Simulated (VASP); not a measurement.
Wanted: the native input for a VASP 6.6.1 run.

```
Task                   : single point
Functional             : r2SCAN
Potentials or basis    : VASP PAW PBE potentials, release 64 (La, Y_sv, O)
Cutoff                 : 520 eV
k mesh                 : 6 × 6 × 2
Occupations            : gaussian, width 0.02 eV
Spin                   : no spin polarisation
Dipole correction      : no
Further INCAR settings : ALGO = Normal; EDIFF = 1e-06; NBANDS = 51
```

The system is La3YO6.

```
CELL_PARAMETERS angstrom
3.88002 0.00000 0.00000
-1.94001 3.36019 0.00000
0.00000 0.00000 12.22727
ATOMIC_POSITIONS crystal
La 0.66667 0.33333 0.87256
La 0.33333 0.66667 0.12773
La 0.33333 0.66667 0.61158
Y 0.66667 0.33333 0.37139
O 0.66667 0.33333 0.18878
O 0.66667 0.33333 0.67270
O 0.33333 0.66667 0.33285
O 0.33333 0.66667 0.82115
O 0.00000 0.00000 0.00762
O 0.00000 0.00000 0.49363
```

These files were run (other wordings do the same):

POSCAR

```
La3YO6
1.0
    3.8800151224      0.0000000000      0.0000000000
   -1.9400075612      3.3601916630      0.0000000000
    0.0000000000      0.0000000000     12.2272742087
La Y O
3 1 6
Direct
    0.6666666667      0.3333333333      0.8725629298
    0.3333333333      0.6666666667      0.1277337649
    0.3333333333      0.6666666667      0.6115755110
    0.6666666667      0.3333333333      0.3713903223
    0.6666666667      0.3333333333      0.1887829863
    0.6666666667      0.3333333333      0.6726961281
    0.3333333333      0.6666666667      0.3328522973
    0.3333333333      0.6666666667      0.8211547353
    0.0000000000      0.0000000000      0.0076182536
    0.0000000000      0.0000000000      0.4936330713
```

INCAR.step1

```
ALGO = Normal ; EDIFF = 1E-4
ENCUT = 520 ; GGA = PE
ISMEAR = 0 ; LASPH = T
LCHARG = F ; LREAL = F
LWAVE = T ; NBANDS = 51
NELM = 100 ; PREC = Accurate
SIGMA = 0.02
```

INCAR.step2

```
ALGO = Normal ; EDIFF = 1E-6
ENCUT = 520 ; ISIF = 2
ISMEAR = 0 ; ISTART = 1
LASPH = T ; LCHARG = T
LELF = T ; LMIXTAU = T
LREAL = F ; LVHAR = T
LWAVE = F ; METAGGA = R2SCAN
NBANDS = 51 ; NELM = 100
PREC = Accurate ; SIGMA = 0.02
```

KPOINTS

```
k-points
0
Gamma
  6 6 2
```

Potentials or basis: VASP PAW PBE potentials, release 64 (La, Y_sv, O).

Launch:

```bash
$ cat potpaw_PBE.64/La/POTCAR potpaw_PBE.64/Y_sv/POTCAR potpaw_PBE.64/O/POTCAR > POTCAR
$ cp INCAR.step1 INCAR
$ mpirun -np 1 vasp_std > vasp.out
$ cp INCAR.step2 INCAR
$ mpirun -np 1 vasp_std > vasp.out
```

Results of the run:

The pressure is -1.9 GPa and the largest force is 0.039 eV/Å. The band gap on the k mesh is 4.35 eV (least direct gap 4.42 eV).

Caveat: the PAW data sets were made with another functional, which shifts forces and pressure a little; spin-orbit coupling is left out, which moves the levels of the heavy elements.

It took 29 min on 1 thread of Intel(R) Xeon(R) Platinum 8375C CPU @ 2.90GHz (Ice Lake), with other jobs on the host, peak memory 0.39 GiB.
